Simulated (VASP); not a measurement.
Here is a VASP 6.6.1 calculation.

The input INCAR:

```
PREC = Accurate ; ENCUT = 520
EDIFF = 1E-7 ; ISMEAR = -1
SIGMA = 0.08 ; LREAL = F
LASPH = T ; NELM = 100
ALGO = Normal ; ISIF = 2
LWAVE = F ; LCHARG = F
GGA = PE ; NBANDS = 8
```

Contents of KPOINTS:

```
Automatic mesh
0
Gamma
  15 15 15
```

The input POSCAR:

```
Si
1.0
    2.4459886566      0.0000000000      0.0000000000
    0.0000000000      2.4459886566      0.0000000000
    0.0000000000      0.0000000000      2.4459886566
Si
1
Direct
    0.0000000000      0.0000000000      0.0000000000
```

Potentials or basis: VASP PAW PBE potentials, release 64 (Si).

Launch:

```bash
$ cat potpaw_PBE.64/Si/POTCAR > POTCAR
$ mpirun -np 1 vasp_std > vasp.out
```

Question: What does it give for the band gap on the k mesh?

Answer: Zero (band 2 reaches 17.03 eV, above the bottom of band 3 at 7.28 eV).

Question: What does it give for the pressure?

Answer: 12.9 GPa.
